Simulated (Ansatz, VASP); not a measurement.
One calculation of Cs, two programs

```xyz
1
Lattice="-3.0794 3.0794 3.0794 3.0794 -3.0794 3.0794 3.0794 3.0794 -3.0794" Properties=species:S:1:pos:R:3 pbc="T T T"
Cs    0.0000    0.0000    0.0000
```

Alike in both runs: functional PBE; k mesh 10 × 10 × 10; occupations gaussian, width 0.1 eV; no spin polarisation.

Ansatz relaxed the structure, and its values are those at the end. VASP's run is a single point on that final structure, the one shown.

```csv
,VASP,Ansatz
version,VASP 6.6.1,Ansatz 0.2.0
potentials or method,"VASP PAW PBE potentials, release 64 (Cs_sv), cutoff 520 eV","scalar-relativistic, plane waves, PAW"
valence electrons in the cell,9,9
```

|  | VASP | Ansatz | Ansatz less VASP |
| --- | --- | --- | --- |
| gap on the k mesh at the Fermi level (eV) | none | none | - |
| pressure (GPa) | 0.0 | 0.0 | +0.01 |

A gap of «none» marks a metal or a gap that the smearing closes. With one functional, cell and mesh, what is left measures potentials, basis and numerics.

Spin-orbit coupling is off throughout.
